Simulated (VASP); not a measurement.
Write the native input for VASP 6.6.1 that does the following.

| Quantity | Value |
| --- | --- |
| Task | single point |
| Functional | RPBE |
| Potentials or basis | VASP PAW PBE potentials, release 64 (Te) |
| Cutoff | 520 eV |
| k mesh | 8 × 8 × 11 |
| Occupations | fermi-dirac, width 0.1 eV |
| Spin | no spin polarisation |
| Dipole correction | no |
| Further INCAR settings | ALGO = Normal; EDIFF = 1e-06; NBANDS = 16 |

The structure of Te lies in POSCAR:

```
Te
1.0
    5.3715985869      0.0000000000      0.0000000000
   -2.6857992934      4.6519408352      0.0000000000
    0.0000000000      0.0000000000      3.1536567610
Te
3
Direct
    0.0000000000      0.0000000000      0.0000000000
    0.3333333333      0.6666666667      0.5000000000
    0.6666666667      0.3333333333      0.5000000000
```

This cell differs from its parent crystal: volume scaled by 0.88.

These files were run (other wordings do the same):

INCAR

```
ALGO = Normal
EDIFF = 1E-6
ENCUT = 520
GGA = RP
ISIF = 2
ISMEAR = -1
LASPH = T
LCHARG = T
LELF = T
LREAL = F
LVHAR = T
LWAVE = F
NBANDS = 16
NELM = 60
PREC = Accurate
SIGMA = 0.1
```

KPOINTS

```
k-points
0
Gamma
  8 8 11
```

Potentials or basis: VASP PAW PBE potentials, release 64 (Te).

Command:

```sh
$ cat potpaw_PBE.64/Te/POTCAR > POTCAR
$ mpirun -np 1 vasp_std > vasp.out
```

It gave:

| Item | Value |
| --- | --- |
| Pressure | 7.8 GPa |
| Band gap on the k mesh | zero (band 9 reaches 12.37 eV, above the bottom of band 10 at 6.66 eV) |

Caveat: the PAW data sets were made with another functional, which shifts forces and pressure a little; spin-orbit coupling is left out, which moves the levels of the heavy elements.

It took 65 s on 1 thread of Intel Xeon 6975P-C, with other jobs on the host, peak memory 0.22 GiB.
